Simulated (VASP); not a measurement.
## Sr: vibrations by perturbation theory with PBEsol

Crystal: Sr.

```
Sr
1.0
     4.16229    0.00000    0.00000
    -2.08115    3.60465    0.00000
     0.00000    0.00000    6.84298
Sr
2
Direct
  0.33333 0.66667 0.25000
  0.66667 0.33333 0.75000
```

This isn't the form of Sr at room conditions, which is fcc.

```
Program                : VASP 6.6.1
Task                   : vibrations by perturbation theory
Functional             : PBEsol
Potentials or basis    : VASP PAW PBE potentials, release 64 (Sr_sv)
Cutoff                 : 520 eV
k mesh                 : 10 × 10 × 6
Occupations            : fermi-dirac, width 0.08 eV
Spin                   : no spin polarisation
Dipole correction      : no
Further INCAR settings : ALGO = Normal; EDIFF = 1e-08; IBRION = 8; NSW = 1
```

The highest phonon frequency at Γ is 101 cm⁻¹.

Phonon frequencies in cm⁻¹ (negative: imaginary):
```csv
q point,frequencies
"(0.000, 0.000, 0.000)",0 0 0 43 43 101
```

Wall time 7.5 min on 1 thread of Intel(R) Xeon(R) 6975P-C (Granite Rapids) (shared host), peak memory 0.7 GiB.
